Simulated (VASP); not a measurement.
Here is a VASP 6.6.1 calculation.

File INCAR:

```
PREC = Accurate
ENCUT = 520
EDIFF = 1E-6
ISMEAR = 0
SIGMA = 0.15
LREAL = F
LASPH = T
NELM = 80
ALGO = Fast
ISIF = 2
LWAVE = F
LCHARG = F
GGA = PE
NBANDS = 13
```

File KPOINTS:

```
Automatic mesh
0
Gamma
  16 16 16
```

File POSCAR:

```
Pb
1.0
    0.0000000000      2.4698000000      2.5685920000
    2.4698000000      0.0000000000      2.5685920000
    2.4698000000      2.4698000000      0.0000000000
Pb
1
Direct
    0.0000000000      0.0000000000      0.0000000000
```

Potentials or basis: VASP PAW PBE potentials, release 64 (Pb_d).

Command:

```sh
$ cat potpaw_PBE.64/Pb_d/POTCAR > POTCAR
$ mpirun -np 1 vasp_std > vasp.out
```

Problem. Estimate the band gap on the k mesh.

Solution. Zero (band 7 reaches 14.06 eV, above the bottom of band 8 at 5.18 eV).

Problem. Predict the pressure.

Solution. 0.8 GPa.

Stress tensor (GPa, compression positive):
```
0.98 0.00 0.00
0.00 0.98 0.00
0.00 0.00 0.37
```

Caveat: the cell differs from its parent crystal (strain +0.000 along x and y, +0.040 along z); spin-orbit coupling is left out, which moves the levels of the heavy elements.
